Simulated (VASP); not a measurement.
# KBr (Fm-3m) in VASP: further runs, part 2 of 2

VASP 6.6.1. Earlier steps stand in the parts before.

### 3 Single point, r2SCAN

Contents of POSCAR:

```
KBr
1.0
    0.0000000000      3.3039966991      3.3039966991
    3.3039966991      0.0000000000      3.3039966991
    3.3039966991      3.3039966991      0.0000000000
K Br
1 1
Direct
    0.0000000000      0.0000000000      0.0000000000
    0.5000000000      0.5000000000      0.5000000000
```

Contents of INCAR.step1:

```
SYSTEM = KBr
  PREC = Accurate
  ENCUT = 520
  ISMEAR = 0
  SIGMA = 0.05
  LREAL = .FALSE.
  LASPH = .TRUE.
  NELM = 80
  NBANDS = 15
  GGA = PE
  ALGO = Normal
  EDIFF = 1E-4
  LWAVE = .TRUE.
  LCHARG = .FALSE.
```

Contents of INCAR.step2:

```
SYSTEM = KBr
  PREC = Accurate
  ENCUT = 520
  EDIFF = 1E-6
  ISMEAR = 0
  SIGMA = 0.05
  LREAL = .FALSE.
  LASPH = .TRUE.
  NELM = 80
  ALGO = Normal
  ISIF = 2
  LWAVE = .FALSE.
  LCHARG = .FALSE.
  METAGGA = R2SCAN
  LMIXTAU = .TRUE.
  NBANDS = 15
  ISTART = 1
```

Contents of KPOINTS:

```
regular mesh
0
G
  6 6 6
  0 0 0
```

Potentials or basis: VASP PAW PBE potentials, release 64 (K_sv, Br).

Run with:

```sh
> cat potpaw_PBE.64/K_sv/POTCAR potpaw_PBE.64/Br/POTCAR > POTCAR
> cp INCAR.step1 INCAR
> mpirun -np 1 vasp_std > vasp.out
> cp INCAR.step2 INCAR
> mpirun -np 1 vasp_std > vasp.out
```

OUTCAR:

```text
SYSTEM = KBr
   PREC = Accurate
   ENCUT = 520
   EDIFF = 1E-6
   ISMEAR = 0
   LREAL = .FALSE.
   LASPH = .TRUE.
   NELM = 80
   ISIF = 2
   METAGGA = R2SCAN
   ISTART = 1

 ion  position               nearest neighbor table
   1  0.000  0.000  0.000-
   2  0.500  0.500  0.500-

  LATTYP: Found a face centered cubic cell.
 ALAT       =     6.6079933982

  Lattice vectors:

 A1 = (   0.0000000000,   3.3039966991,   3.3039966991)
 A2 = (   3.3039966991,   0.0000000000,   3.3039966991)
 A3 = (   3.3039966991,   3.3039966991,   0.0000000000)

Analysis of symmetry for initial positions (statically):
=====================================================================
 Subroutine PRICEL returns:
 Original cell was already a primitive cell.

 Routine SETGRP: Setting up the symmetry group for a
 face centered cubic supercell.

 Subroutine GETGRP returns: Found 48 space group operations
 (whereof 48 operations were pure point group operations)
 out of a pool of 48 trial point group operations.

The static configuration has the point symmetry O_h .

Analysis of symmetry for dynamics (positions and initial velocities):
=====================================================================
 Subroutine PRICEL returns:
 Original cell was already a primitive cell.

 Routine SETGRP: Setting up the symmetry group for a
 face centered cubic supercell.

 Subroutine GETGRP returns: Found 48 space group operations
 (whereof 48 operations were pure point group operations)
 out of a pool of 48 trial point group operations.

The dynamic configuration has the point symmetry O_h .

 Subroutine INISYM returns: Found 48 space group operations
 (whereof 48 operations are pure point group operations),
 and found     1 'primitive' translations

----------------------------------------------------------------------------------------

                                     Primitive cell

  volume of cell :      72.1355

  direct lattice vectors                    reciprocal lattice vectors
     0.000000000  3.303996699  3.303996699    -0.151331870  0.151331870  0.151331870
     3.303996699  0.000000000  3.303996699     0.151331870 -0.151331870  0.151331870
     3.303996699  3.303996699  0.000000000     0.151331870  0.151331870 -0.151331870

  length of vectors
     4.672556942  4.672556942  4.672556942     0.262114488  0.262114488  0.262114488

  position of ions in fractional coordinates (direct lattice)
     0.000000000  0.000000000  0.000000000
     0.500000000  0.500000000  0.500000000

  ion indices of the primitive-cell ions
   primitive index   ion index
                 1           1
                 2           2

----------------------------------------------------------------------------------------

 KPOINTS: regular mesh

Automatic generation of k-mesh.
 Grid dimensions read from file:
 generate k-points for:    6    6    6

 Generating k-lattice:

  Cartesian coordinates                     Fractional coordinates (reciprocal lattice)
    -0.025221978  0.025221978  0.025221978     0.166666667  0.000000000  0.000000000
     0.025221978 -0.025221978  0.025221978     0.000000000  0.166666667  0.000000000
     0.025221978  0.025221978 -0.025221978     0.000000000  0.000000000  0.166666667

  Length of vectors
     0.043685748  0.043685748  0.043685748

  Shift w.r.t. Gamma in fractional coordinates (k-lattice)
     0.000000000  0.000000000  0.000000000

 Subroutine IBZKPT returns following result:
 ===========================================

 Found     16 irreducible k-points:

 Following reciprocal coordinates:
            Coordinates               Weight
  0.000000  0.000000  0.000000      1.000000
  0.166667  0.000000  0.000000      8.000000
  0.333333  0.000000  0.000000      8.000000
  0.500000  0.000000  0.000000      4.000000
  0.166667  0.166667  0.000000      6.000000
  0.333333  0.166667  0.000000     24.000000
[... 8 lines left out ...]
 -0.333333  0.333333  0.166667     24.000000
 -0.333333  0.500000  0.166667     12.000000
   k-points           NKPTS =     16   k-points in BZ     NKDIM =     16   number of bands    NBANDS=     15
   number of dos      NEDOS =    301   number of ions     NIONS =      2
   total plane-waves  NPLWV =  46656
   dimension x,y,z NGX =    36 NGY =   36 NGZ =   36
   dimension x,y,z NGXF=    72 NGYF=   72 NGZF=   72
   ions per type =               1   1
   NGX,Y,Z   is equivalent  to a cutoff of  12.81, 12.81, 12.81 a.u.
   NGXF,Y,Z  is equivalent  to a cutoff of  25.62, 25.62, 25.62 a.u.
 SYSTEM =  KBr
   PREC   = accura    normal or accurate (medium, high low for compatibility)
   ISTART =      1    job   : 0-new  1-cont  2-samecut
   ICHARG =      0    charge: 1-file 2-atom 10-const
   ISPIN  =      1    spin polarized calculation?
   LNONCOLLINEAR =      F non collinear calculations
   LSORBIT =      F    spin-orbit coupling
   LASPH  =      T    aspherical Exc in radial PAW
   ENCUT  =  520.0 eV  38.22 Ry    6.18 a.u.   8.69  8.69  8.69*2*pi/ulx,y,z
   NELM   =     80;   NELMIN=  2; NELMDL=  0     # of ELM steps
   EDIFF  = 0.1E-05   stopping-criterion for ELM
   LREAL  =      F    real-space projection
   EDIFFG = 0.1E-04   stopping-criterion for IOM
   NSW    =      0    number of steps for IOM
   IBRION =     -1    ionic relax: 0-MD 1-quasi-New 2-CG
   NFREE  =      0    steps in history (QN), initial steepest desc. (CG)
   ISIF   =      2    stress and relaxation
   ISYM   =      2    0-nonsym 1-usesym 2-fastsym
   POTIM  = 0.5000    time-step for ionic-motion
   TEBEG  =    0.0;   TEEND  =   0.0 temperature during run
   PSTRESS=    0.0 pullay stress
   NELECT =      16.0000    total number of electrons
   NUPDOWN=      -1.0000    fix difference up-down
   EMIN   =  10.00;   EMAX   =-10.00  energy-range for DOS
   EFERMI =   0.00;   METHOD = LEGACY
   ISMEAR =     0;   SIGMA  =   0.05  broadening in eV -4-tet -1-fermi 0-gaus
   EFERMI_NEDOS =   21; number of points for ismear=-14 and -15
   IALGO  =     38    algorithm
   IMIX   =      4    mixing-type and parameters
     AMIX     =   0.40;   BMIX     =  1.00
     AMIX_MAG =   1.60;   BMIX_MAG =  1.00
  volume/ion in A,a.u.               =      36.07       243.40
  Fermi-wavevector in a.u.,A,eV,Ry     =   0.990981  1.872682 13.361504  0.982043
  Thomas-Fermi vector in A             =   2.122690
   LORBIT       =      0    0 simple, 1 ext, 2 COOP (PROOUT), +10 PAW based schemes
   METAGGA = R2SCAN    functional components
   LHFCALC =     F    Hartree Fock is set to
   AEXX    =    0.0000 exact exchange contribution
   IVDW    =     0    specifies the selected vdW correction
   LEPSILON=     F    determine dielectric tensor
   LRPA    =     F    only Hartree local field effects (RPA)
 non-spin polarized calculation
 Gauss-broadening in eV      SIGMA  =   0.05
  energy-cutoff  :      520.00
  volume of cell :       72.14
 maximum number of plane-waves:      1964
   NGX = 17   NGY = 17   NGZ = 17

 number of electron      15.9999997 magnetization

 Free energy of the ion-electron system (eV)
  ---------------------------------------------------
  ext. energy  EPLUGINS =         0.00000000
  ---------------------------------------------------
  free energy    TOTEN  =       -23.24867391 eV

  energy without entropy =      -23.24867391  energy(sigma->0) =      -23.24867391

 E-fermi :  -1.8902     XC(G=0):  -7.7332

 val. band max:       -2.1629694387   @ k =   0.0000   0.0000   0.0000
 cond. band min:       2.9061450999   @ k =   0.0000   0.0000   0.0000
 fundamental gap:      5.0691145386
 Fermi energy:        -1.8902461982

 k-point     1 :       0.0000    0.0000    0.0000
  band No.  band energies     occupation
      1     -31.0534      2.00000
      2     -14.8866      2.00000
      3     -13.7591      2.00000
      4     -13.7591      2.00000
      5     -13.7591      2.00000
      6      -2.1630      2.00000
      7      -2.1630      2.00000
      8      -2.1630      2.00000
      9       2.9061      0.00000
     10       6.0727      0.00000
     11       6.0727      0.00000
     12       6.0727      0.00000
     13       7.0511      0.00000
     14       7.0511      0.00000
[... 257 lines left out ...]
      2     -14.8565      2.00000
      3     -13.8326      2.00000
      4     -13.8066      2.00000
      5     -13.6953      2.00000
      6      -2.8748      2.00000
      7      -2.6296      2.00000
      8      -2.6127      2.00000
      9       4.9514      0.00000
     10       6.5950      0.00000
     11       6.7083      0.00000
     12       7.9276      0.00000
     13       8.6859      0.00000
     14       9.4125      0.00000
     15       9.9361      0.00000

------------------------ aborting loop because EDIFF is reached ----------------------------------------

  FORCE on cell =-STRESS in cart. coord.  units (eV):
  Direction    XX          YY          ZZ          XY          YZ          ZX
  --------------------------------------------------------------------------------------
  -------------------------------------------------------------------------------------
  Total        0.0015066      0.0015066      0.0015066      0.0000000      0.0000000     -0.0000000
  in kB        0.0334635      0.0334635      0.0334635      0.0000000      0.0000000     -0.0000000
  external PRESSURE =       0.0334635 kB  Pullay stress =       0.0000000 kB

 VOLUME and BASIS-vectors are now :
 -----------------------------------------------------------------------------
  energy-cutoff  :      520.00
  volume of cell :       72.14
      direct lattice vectors                 reciprocal lattice vectors
     0.000000000  3.303996699  3.303996699    -0.151331870  0.151331870  0.151331870
     3.303996699  0.000000000  3.303996699     0.151331870 -0.151331870  0.151331870
     3.303996699  3.303996699  0.000000000     0.151331870  0.151331870 -0.151331870

 POSITION                                       TOTAL-FORCE (eV/Angst)
 -----------------------------------------------------------------------------------
      0.00000      0.00000      0.00000         0.000000      0.000000      0.000000
      3.30400      3.30400      3.30400        -0.000000     -0.000000     -0.000000
 -----------------------------------------------------------------------------------
    total drift:                                0.000000      0.000000      0.000000

  FREE ENERGIE OF THE ION-ELECTRON SYSTEM (eV)
  ---------------------------------------------------
  free  energy   TOTEN  =       -23.2486739063 eV

  energy  without entropy=      -23.2486739063  energy(sigma->0) =      -23.24867391
```

Run time: 69 s. Hardware: 1 thread of Intel Xeon 6975P-C, shared host; peak memory 0.22 GiB.

Results:

- Free energy: -23.2487 eV
- Pressure: 0.0 GPa
- Band gap on the k mesh: 5.07 eV, direct

Caveat: the PAW data sets were made with another functional, which shifts forces and pressure a little. r2SCAN opens gaps a little over a GGA but as a rule still falls short of measured ones.
